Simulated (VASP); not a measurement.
Wanted: the native input for a VASP 6.6.1 run.

```
Task                   : single point
Functional             : PBEsol
Dispersion             : D3(BJ)
Potentials or basis    : VASP PAW PBE potentials, release 64 (Mn_pv, O)
Cutoff                 : 520 eV
k mesh                 : 10 × 10 × 10
Occupations            : fermi-dirac, width 0.05 eV
Spin                   : collinear spin, ferromagnetic start
Starting moments       : [4.0, 0.0] μB
Dipole correction      : no
Further INCAR settings : ALGO = Normal; EDIFF = 1e-06; NBANDS = 20
```

The structure of MnO lies in POSCAR:

```
MnO
1.0
    0.0000000000      2.2261898104      2.2261898104
    2.2261898104      0.0000000000      2.2261898104
    2.2261898104      2.2261898104      0.0000000000
Mn O
1 1
Direct
    0.0000000000      0.0000000000      0.0000000000
    0.5000000000      0.5000000000      0.5000000000
```

The input as run:

INCAR

```
ALGO = Normal
EDIFF = 1E-6
ENCUT = 520
GGA = PS
ISIF = 2
ISMEAR = -1
ISPIN = 2
IVDW = 12
LASPH = True
LCHARG = True
LELF = True
LMAXMIX = 4
LORBIT = 11
LREAL = False
LVHAR = True
LWAVE = False
MAGMOM = 4 0
NBANDS = 20
NELM = 150
PREC = Accurate
SIGMA = 0.05
```

KPOINTS

```
k-points
0
Gamma
  10 10 10
```

Potentials or basis: VASP PAW PBE potentials, release 64 (Mn_pv, O).

Launch:

```console
$ cat potpaw_PBE.64/Mn_pv/POTCAR potpaw_PBE.64/O/POTCAR > POTCAR
$ mpirun -np 1 vasp_std > vasp.out
```

Results of the run:

```
Pressure                                              : 0.2 GPa
Net moment                                            : 4.77 μB per cell
Site moments                                          : Mn +4.33; O +0.20 μB
Valence electrons inside the program's atomic spheres : Mn 11.35; O 4.95
Dispersion energy per atom                            : -0.269 eV
```

Caveat: the PAW data sets were made with another functional, which shifts forces and pressure a little; a cell with one magnetic atom can't hold antiferromagnetic order, which such compounds often take; pairwise dispersion overbinds metals, which lowers pressure and volume.

Run time: 25 s on 1 thread of Intel(R) Xeon(R) 6975P-C (Granite Rapids), on a shared host, peak memory 0.17 GiB.
